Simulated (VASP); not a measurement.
Input of a VASP 6.6.1 run:

The input INCAR:

```
PREC = Accurate
ENCUT = 520
EDIFF = 1E-6
ISMEAR = -1
SIGMA = 0.05
LREAL = F
LASPH = T
NELM = 80
ALGO = Normal
ISIF = 2
LWAVE = F
LCHARG = F
NBANDS = 16
```

The input KPOINTS:

```
regular mesh
0
Gamma
  12 12 2
```

POSCAR

```
C
1.0
    2.4724943874      0.0000000000      0.0000000000
   -1.2362471937      2.1412429502      0.0000000000
    0.0000000000      0.0000000000     24.2937923774
C
4
Direct
    0.6666666667      0.3333333333      0.5704754400
    0.3333333333      0.6666666667      0.4295245600
    0.0000000000      0.0000000000      0.4295312300
    0.0000000000      0.0000000000      0.5704687700
```

Potentials or basis: VASP PAW LDA potentials, release 64 (C).

Run with:

```console
$ cat potpaw_LDA.64/C/POTCAR > POTCAR
$ mpirun -np 1 vasp_std > vasp.out
```

(1) What does it give for the band gap on the k mesh?

(2) What does it give for the largest force?

Answers

(1) zero (filled and empty bands touch).

(2) 0.025 eV/Å.
